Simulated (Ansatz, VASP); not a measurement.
KTaO3: VASP beside Ansatz

```xyz
5
Lattice="3.9085 0.0000 0.0000 0.0000 3.9085 0.0000 0.0000 0.0000 3.9883" Properties=species:S:1:pos:R:3 pbc="T T T"
Ta    0.0000    0.0000    0.0000
K     1.9543    1.9543    1.9942
O     0.0000    0.0000    1.9942
O     0.0000    1.9543    0.0000
O     1.9543    0.0000    0.0000
```

Alike in both runs: functional PBEsol; k mesh 6 × 6 × 6; occupations fermi-dirac, width 0.05 eV; no spin polarisation.

```csv
,VASP,Ansatz
version,VASP 6.6.1,Ansatz 0.2.0
potentials or method,"VASP PAW PBE potentials, release 64 (Ta_sv_GW, K_sv, O)",Ansatz PAW
plane-wave cutoff (eV),600,420
valence electrons in the cell,40,40
task,single point,band structure
```

```tsv
	VASP	Ansatz	Ansatz less VASP
gap on the k mesh at the Fermi level (eV)	2.18	2.19	+0.010
least direct gap on the mesh (eV)	2.77	2.77	+0.004
pressure (GPa)	8.9	8.6	-0.33
traceless stress, the component that is largest in VASP (GPa)	-5.82	-5.74	+0.077
```

VASP's potentials were made for PBE, not for PBEsol. The functional is the same, so the differences come from potentials, cutoffs and numerics.

Spin-orbit coupling is off throughout.
